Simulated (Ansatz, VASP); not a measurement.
Sb3Se in VASP and in Ansatz

```
CELL_PARAMETERS angstrom
-2.66872 2.66872 4.67054
2.66872 -2.66872 4.67054
2.66872 2.66872 -4.67054
ATOMIC_POSITIONS crystal
Sb 0.75000 0.25000 0.50000
Sb 0.25000 0.75000 0.50000
Sb 0.50000 0.50000 0.00000
Se 0.00000 0.00000 0.00000
```

Change from the starting cell: species swapped into the PmF3 type (I4/mmm, No. 139).

Alike in both runs: task single point; functional PBE; k mesh 4 × 4 × 4; occupations gaussian, width 0.1 eV; no spin polarisation.

|  | VASP | Ansatz |
| --- | --- | --- |
| version | VASP 6.6.1 | Ansatz 0.2.0 |
| potentials or method | VASP PAW PBE potentials, release 64 (Sb, Se), cutoff 520 eV | scalar-relativistic, plane waves, PAW |
| valence electrons in the cell | 21 | 61 |

```tsv
	VASP	Ansatz	Ansatz less VASP
gap on the k mesh at the Fermi level (eV)	none	none	-
pressure (GPa)	-8.8	-8.7	+0.08
traceless stress, the component that is largest in VASP (GPa)	-2.39	-2.39	-0.002
```

A gap of «none» marks a metal or a gap that the smearing closes. VASP's potentials hold 21 valence electrons a cell and Ansatz's 61, so a difference there can come from the potentials and not from the codes.

The k mesh is coarse, so the values compare programs but aren't converged. Neither program's run includes spin-orbit coupling.
